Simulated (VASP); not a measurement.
# Zr3N2 (R-3c) in VASP: single point with PBEsol

Aim: the single point of Zr3N2 with PBEsol.

Program: VASP 6.6.1. These are calculated values, not measurements. Logs are shortened: lines on timing, memory, paths and dates and some standing lists are left out, and cuts for length are marked.

### Step 1. The cell of the first run

It takes space group R-3c (No. 167, trigonal). Conventional cell: a = 5.781 Å, b = 5.781 Å, c = 16.079 Å, α = 90.00°, β = 90.00°, γ = 120.00°. Zr (site symmetry 2) has 4 N at 2.33 to 2.35 Å within 3.1 Å. N (site symmetry 3) has 6 Zr at 2.33 to 2.35 Å and 1 N at 2.85 Å within 3.1 Å.

### Step 2. Single point, PBEsol (15.51 Å³/atom)

INCAR reads:

```
SYSTEM = Zr3N2
ALGO     = Normal         ! electronic algorithm
EDIFF    = 1E-6           ! SCF threshold, eV
ENCUT    = 520            ! plane-wave cutoff, eV
GGA      = PS             ! functional
ISIF     = 2              ! what is computed and relaxed
ISMEAR   = 0              ! smearing method
KPAR     = 4            
LASPH    = .True.         ! aspherical terms in the spheres
LCHARG   = .True.         ! write CHGCAR
LREAL    = .False.        ! projectors in reciprocal space
LVHAR    = .True.       
LWAVE    = .False.        ! write WAVECAR
NBANDS   = 57             ! bands
NELM     = 60             ! most SCF steps
PREC     = Accurate       ! precision mode
SIGMA    = 0.1            ! smearing width, eV
```

KPOINTS reads:

```
k-points
0
Gamma
  12 12 12
  0 0 0
```

POSCAR reads:

```
Zr3N2
1.0
    2.8902549245      1.6686894587      5.3597706008
   -2.8902549245      1.6686894587      5.3597706008
    0.0000000000     -3.3373789174      5.3597706008
Zr N
6 4
Direct
    0.4278996416      0.0721003584      0.7500000000
    0.0721003584      0.7500000000      0.4278996416
    0.7500000000      0.4278996416      0.0721003584
    0.2500000000      0.5721003584      0.9278996416
    0.9278996416      0.2500000000      0.5721003584
    0.5721003584      0.9278996416      0.2500000000
    0.3387291452      0.3387291452      0.3387291452
    0.1612708548      0.1612708548      0.1612708548
    0.8387291452      0.8387291452      0.8387291452
    0.6612708548      0.6612708548      0.6612708548
```

Potentials or basis: VASP PAW PBE potentials, release 64 (Zr_sv, N).

The run is started by

```console
> cat potpaw_PBE.64/Zr_sv/POTCAR potpaw_PBE.64/N/POTCAR > POTCAR
> mpirun -np 4 vasp_std > vasp.out
```

OUTCAR:

```text
SYSTEM = Zr3N2
   EDIFF = 1E-6
   ENCUT = 520
   GGA = PS
   ISIF = 2
   ISMEAR = 0
   LASPH = .True.
   LREAL = .False.
   NELM = 60
   PREC = Accurate

 ion  position               nearest neighbor table
   1  0.428  0.072  0.750-   7 2.33   8 2.33   9 2.35  10 2.35   2 3.22   3 3.22   6 3.27   6 3.27
                             4 3.32   5 3.32   4 3.32   5 3.32   3 3.40   2 3.40   3 3.40   2 3.40
   2  0.072  0.750  0.428-   7 2.33   8 2.33   9 2.35  10 2.35   1 3.22   3 3.22   5 3.27   5 3.27
                             6 3.32   4 3.32   4 3.32   6 3.32   1 3.40   3 3.40   3 3.40   1 3.40
   3  0.750  0.428  0.072-   8 2.33   7 2.33   9 2.35  10 2.35   1 3.22   2 3.22   4 3.27   4 3.27
                             6 3.32   5 3.32   5 3.32   6 3.32   1 3.40   2 3.40   2 3.40   1 3.40
   4  0.250  0.572  0.928-   9 2.33  10 2.33   7 2.35   8 2.35   6 3.22   5 3.22   3 3.27   3 3.27
                             1 3.32   2 3.32   2 3.32   1 3.32   6 3.40   5 3.40   5 3.40   6 3.40
   5  0.928  0.250  0.572-  10 2.33   9 2.33   7 2.35   8 2.35   6 3.22   4 3.22   2 3.27   2 3.27
                             1 3.32   3 3.32   3 3.32   1 3.32   6 3.40   4 3.40   4 3.40   6 3.40
   6  0.572  0.928  0.250-   9 2.33  10 2.33   7 2.35   8 2.35   4 3.22   5 3.22   1 3.27   1 3.27
                             3 3.32   2 3.32   2 3.32   3 3.32   4 3.40   5 3.40   4 3.40   5 3.40
   7  0.339  0.339  0.339-   2 2.33   1 2.33   3 2.33   6 2.35   5 2.35   4 2.35
   8  0.161  0.161  0.161-   3 2.33   1 2.33   2 2.33   6 2.35   5 2.35   4 2.35
   9  0.839  0.839  0.839-   4 2.33   6 2.33   5 2.33   1 2.35   3 2.35   2 2.35
  10  0.661  0.661  0.661-   5 2.33   6 2.33   4 2.33   1 2.35   3 2.35   2 2.35

  LATTYP: Found a trigonal (rhomboedric) cell.
 ALAT       =     6.3138925340
 COS(alpha) =     0.5809093961

  Lattice vectors:

 A1 = (   2.8902549245,   1.6686894587,   5.3597706008)
 A2 = (  -2.8902549245,   1.6686894587,   5.3597706008)
 A3 = (   0.0000000000,  -3.3373789174,   5.3597706008)

Analysis of symmetry for initial positions (statically):
=====================================================================
 Subroutine PRICEL returns:
 Original cell was already a primitive cell.

 Routine SETGRP: Setting up the symmetry group for a
 trigonal (rhombohedral) supercell.

 Subroutine GETGRP returns: Found 12 space group operations
 (whereof  6 operations were pure point group operations)
 out of a pool of 12 trial point group operations.

The static configuration has the point symmetry S_6 .
 The point group associated with its full space group is D_3d.

Analysis of symmetry for dynamics (positions and initial velocities):
=====================================================================
 Subroutine PRICEL returns:
 Original cell was already a primitive cell.

 Routine SETGRP: Setting up the symmetry group for a
 trigonal (rhombohedral) supercell.

 Subroutine GETGRP returns: Found 12 space group operations
 (whereof  6 operations were pure point group operations)
 out of a pool of 12 trial point group operations.

The dynamic configuration has the point symmetry S_6 .
 The point group associated with its full space group is D_3d.

 Subroutine INISYM returns: Found 12 space group operations
 (whereof  6 operations are pure point group operations),
 and found     1 'primitive' translations

----------------------------------------------------------------------------------------

                                     Primitive cell

  volume of cell :     155.0990

  direct lattice vectors                    reciprocal lattice vectors
     2.890254925  1.668689459  5.359770601     0.172995121  0.099878780  0.062191716
    -2.890254925  1.668689459  5.359770601    -0.172995121  0.099878780  0.062191716
     0.000000000 -3.337378917  5.359770601     0.000000000 -0.199757559  0.062191716

  length of vectors
     6.313892534  6.313892534  6.313892534     0.209214942  0.209214942  0.209214942

  position of ions in fractional coordinates (direct lattice)
     0.427899642  0.072100358  0.750000000
     0.072100358  0.750000000  0.427899642
     0.750000000  0.427899642  0.072100358
     0.250000000  0.572100358  0.927899642
     0.927899642  0.250000000  0.572100358
     0.572100358  0.927899642  0.250000000
     0.338729145  0.338729145  0.338729145
     0.161270855  0.161270855  0.161270855
     0.838729145  0.838729145  0.838729145
     0.661270855  0.661270855  0.661270855

  ion indices of the primitive-cell ions
   primitive index   ion index
                 1           1
                 2           2
                 3           3
                 4           4
                 5           5
                 6           6
                 7           7
                 8           8
                 9           9
                10          10

----------------------------------------------------------------------------------------

 KPOINTS: k-points

Automatic generation of k-mesh.
 Grid dimensions read from file:
 generate k-points for:   12   12   12

 Generating k-lattice:

  Cartesian coordinates                     Fractional coordinates (reciprocal lattice)
     0.014416260  0.008323232  0.005182643     0.083333333  0.000000000  0.000000000
    -0.014416260  0.008323232  0.005182643     0.000000000  0.083333333  0.000000000
     0.000000000 -0.016646463  0.005182643     0.000000000  0.000000000  0.083333333

  Length of vectors
     0.017434579  0.017434579  0.017434579

  Shift w.r.t. Gamma in fractional coordinates (k-lattice)
     0.000000000  0.000000000  0.000000000

 Subroutine IBZKPT returns following result:
 ===========================================

 Found    189 irreducible k-points:

 Following reciprocal coordinates:
            Coordinates               Weight
  0.000000  0.000000  0.000000      1.000000
  0.083333 -0.000000  0.000000      6.000000
  0.166667 -0.000000 -0.000000      6.000000
  0.250000 -0.000000  0.000000      6.000000
  0.333333 -0.000000 -0.000000      6.000000
  0.416667 -0.000000  0.000000      6.000000
[... 16 lines left out ...]
  0.500000  0.166667 -0.000000     12.000000
 -0.416667  0.166667 -0.000000     12.000000
 [... further k-points ...]
   k-points           NKPTS =    189   k-points in BZ     NKDIM =    189   number of bands    NBANDS=     57
   number of dos      NEDOS =    301   number of ions     NIONS =     10
   total plane-waves  NPLWV = 110592
   dimension x,y,z NGX =    48 NGY =   48 NGZ =   48
   dimension x,y,z NGXF=    96 NGYF=   96 NGZF=   96
   ions per type =               6   4
   NGX,Y,Z   is equivalent  to a cutoff of  12.64, 12.64, 12.64 a.u.
   NGXF,Y,Z  is equivalent  to a cutoff of  25.28, 25.28, 25.28 a.u.
 SYSTEM =  Zr3N2
   PREC   = accura    normal or accurate (medium, high low for compatibility)
   ISTART =      0    job   : 0-new  1-cont  2-samecut
   ICHARG =      2    charge: 1-file 2-atom 10-const
   ISPIN  =      1    spin polarized calculation?
   LNONCOLLINEAR =      F non collinear calculations
   LSORBIT =      F    spin-orbit coupling
   LASPH  =      T    aspherical Exc in radial PAW
   ENCUT  =  520.0 eV  38.22 Ry    6.18 a.u.  11.74 11.74 11.74*2*pi/ulx,y,z
   NELM   =     60;   NELMIN=  2; NELMDL= -5     # of ELM steps
   EDIFF  = 0.1E-05   stopping-criterion for ELM
   LREAL  =      F    real-space projection
   EDIFFG = 0.1E-04   stopping-criterion for IOM
   NSW    =      0    number of steps for IOM
   IBRION =     -1    ionic relax: 0-MD 1-quasi-New 2-CG
   NFREE  =      0    steps in history (QN), initial steepest desc. (CG)
   ISIF   =      2    stress and relaxation
   ISYM   =      2    0-nonsym 1-usesym 2-fastsym
   POTIM  = 0.5000    time-step for ionic-motion
   TEBEG  =    0.0;   TEEND  =   0.0 temperature during run
   PSTRESS=    0.0 pullay stress
   NELECT =      92.0000    total number of electrons
   NUPDOWN=      -1.0000    fix difference up-down
   EMIN   =  10.00;   EMAX   =-10.00  energy-range for DOS
   EFERMI =   0.00;   METHOD = LEGACY
   ISMEAR =     0;   SIGMA  =   0.10  broadening in eV -4-tet -1-fermi 0-gaus
   EFERMI_NEDOS =   21; number of points for ismear=-14 and -15
   IALGO  =     38    algorithm
   IMIX   =      4    mixing-type and parameters
     AMIX     =   0.40;   BMIX     =  1.00
     AMIX_MAG =   1.60;   BMIX_MAG =  1.00
  volume/ion in A,a.u.               =      15.51       104.67
  Fermi-wavevector in a.u.,A,eV,Ry     =   1.375523  2.599361 25.743072  1.892062
  Thomas-Fermi vector in A             =   2.500851
   LORBIT       =      0    0 simple, 1 ext, 2 COOP (PROOUT), +10 PAW based schemes
   GGA     = PS    functional components
   LHFCALC =     F    Hartree Fock is set to
   AEXX    =    0.0000 exact exchange contribution
   IVDW    =     0    specifies the selected vdW correction
   LEPSILON=     F    determine dielectric tensor
   LRPA    =     F    only Hartree local field effects (RPA)
 non-spin polarized calculation
 Gauss-broadening in eV      SIGMA  =   0.10
  energy-cutoff  :      520.00
  volume of cell :      155.10
 maximum number of plane-waves:      4202
   NGX = 23   NGY = 23   NGZ = 23

 number of electron      92.0000000 magnetization

 Free energy of the ion-electron system (eV)
  ---------------------------------------------------
  ext. energy  EPLUGINS =         0.00000000
  ---------------------------------------------------
  free energy    TOTEN  =      -104.00399686 eV

  energy without entropy =     -103.98347116  energy(sigma->0) =     -103.99373401

 E-fermi :   9.2402     XC(G=0): -11.7915

 val. band max:        9.2387237245   @ k =   0.2500   0.1667   0.0833
 cond. band min:       9.2467433132   @ k =   0.5000   0.4167   0.1667
 fundamental gap:      0.0080195888
 Fermi energy:         9.2401631997

 k-point     1 :       0.0000    0.0000    0.0000
  band No.  band energies     occupation
      1     -39.5159      2.00000
      2     -39.4085      2.00000
      3     -39.3935      2.00000
      4     -39.3935      2.00000
      5     -39.3843      2.00000
      6     -39.3843      2.00000
[... 1429 lines left out ...]
     56      12.6687      0.00000
     57      12.9002      0.00000

 [... further k-points ...]

------------------------ aborting loop because EDIFF is reached ----------------------------------------

  FORCE on cell =-STRESS in cart. coord.  units (eV):
  Direction    XX          YY          ZZ          XY          YZ          ZX
  --------------------------------------------------------------------------------------
  -------------------------------------------------------------------------------------
  Total      -15.7932972    -15.7932972    -15.7505060      0.0000000     -0.0000000      0.0000000
  in kB     -163.1451873   -163.1451873   -162.7031523      0.0000000     -0.0000000      0.0000000
  external PRESSURE =    -162.9978423 kB  Pullay stress =       0.0000000 kB

 VOLUME and BASIS-vectors are now :
 -----------------------------------------------------------------------------
  energy-cutoff  :      520.00
  volume of cell :      155.10
      direct lattice vectors                 reciprocal lattice vectors
     2.890254925  1.668689459  5.359770601     0.172995121  0.099878780  0.062191716
    -2.890254925  1.668689459  5.359770601    -0.172995121  0.099878780  0.062191716
     0.000000000 -3.337378917  5.359770601     0.000000000 -0.199757559  0.062191716

 POSITION                                       TOTAL-FORCE (eV/Angst)
 -----------------------------------------------------------------------------------
      1.02835     -1.66869      6.69971        -0.009024     -0.000000      0.000000
     -1.95930     -0.05623      6.69971         0.004512      0.007815      0.000000
      0.93095      1.72492      6.69971         0.004512     -0.007815      0.000000
     -0.93095     -1.72492      9.37960        -0.004512      0.007815      0.000000
      1.95930      0.05623      9.37960        -0.004512     -0.007815      0.000000
     -1.02835      1.66869      9.37960         0.009024     -0.000000      0.000000
      0.00000      0.00000      5.44653         0.000000      0.000000      0.007202
      0.00000      0.00000      2.59312         0.000000     -0.000000     -0.007202
      0.00000      0.00000     13.48619         0.000000     -0.000000      0.007202
      0.00000      0.00000     10.63278         0.000000      0.000000     -0.007202
 -----------------------------------------------------------------------------------
    total drift:                               -0.000000     -0.000000      0.000000

  FREE ENERGIE OF THE ION-ELECTRON SYSTEM (eV)
  ---------------------------------------------------
  free  energy   TOTEN  =      -104.0039968603 eV

  energy  without entropy=     -103.9834711597  energy(sigma->0) =     -103.99373401
```

It took 8.6 min on 4 MPI ranks of Intel Xeon Platinum 8488C (Sapphire Rapids), shared host; peak memory 1.2 GiB.

What came out:

* Free energy: -104.0040 eV
* Pressure: -16.3 GPa
* Largest force: 0.009 eV/Å
* Band gap on the k mesh: zero (bands 46 and 47 overlap by 0.56 eV)

Forces in eV/Å, atoms in the order of the input:
```
Zr  -0.009  0.000  0.000
Zr   0.005  0.008  0.000
Zr   0.005 -0.008  0.000
Zr  -0.005  0.008  0.000
Zr  -0.005 -0.008  0.000
Zr   0.009  0.000  0.000
N    0.000  0.000  0.007
N    0.000  0.000 -0.007
N    0.000  0.000  0.007
N    0.000  0.000 -0.007
```

Caveat: the cell stands under tension; the PAW data sets were made with another functional, which shifts forces and pressure a little.
